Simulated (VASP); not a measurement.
Here is a VASP 6.6.1 calculation.

Contents of POSCAR:

```
IrO
1.0
    2.7481473536      0.0000000000      0.0000000000
    0.0000000000      2.7481473536      0.0000000000
    0.0000000000      0.0000000000      5.4962947072
Ir O
2 2
Direct
    1.0000000000      1.0000000000      1.0000000000
    1.0000000000      1.0000000000      0.5000000000
    0.5000000000      0.5000000000      0.2500000000
    0.5000000000      0.5000000000      0.7500000000
```

Contents of INCAR.step1:

```
  ALGO = Normal
  EDIFF = 1E-4
  ENCUT = 520
  GGA = PE
  ISMEAR = 0
  ISPIN = 2
  LASPH = True
  LCHARG = False
  LMAXMIX = 4
  LREAL = False
  LWAVE = True
  MAGMOM = 1 -1 0 0
  NBANDS = 27
  NELM = 150
  PREC = Accurate
  SIGMA = 0.1
```

Contents of INCAR.step2:

```
  ALGO = Normal
  EDIFF = 1E-6
  ENCUT = 520
  ISIF = 2
  ISMEAR = 0
  ISPIN = 2
  ISTART = 1
  LASPH = True
  LCHARG = False
  LMAXMIX = 4
  LMIXTAU = True
  LORBIT = 11
  LREAL = False
  LWAVE = False
  MAGMOM = 1 -1 0 0
  METAGGA = R2SCAN
  NBANDS = 27
  NELM = 150
  PREC = Accurate
  SIGMA = 0.1
```

The input KPOINTS:

```
k-points
0
Gamma
  16 16 8
```

Potentials or basis: VASP PAW PBE potentials, release 64 (Ir, O).

Command:

```bash
$ cat potpaw_PBE.64/Ir/POTCAR potpaw_PBE.64/O/POTCAR > POTCAR
$ cp INCAR.step1 INCAR
$ mpirun -np 1 vasp_std > vasp.out
$ cp INCAR.step2 INCAR
$ mpirun -np 1 vasp_std > vasp.out
```

Problem. Estimate the band gap on the k mesh.

Solution. Zero (filled and empty bands overlap).

Problem. Estimate the net moment.

Solution. 0.00 μB per cell.

Caveat: spin-orbit coupling is left out, which moves the levels of the heavy elements.
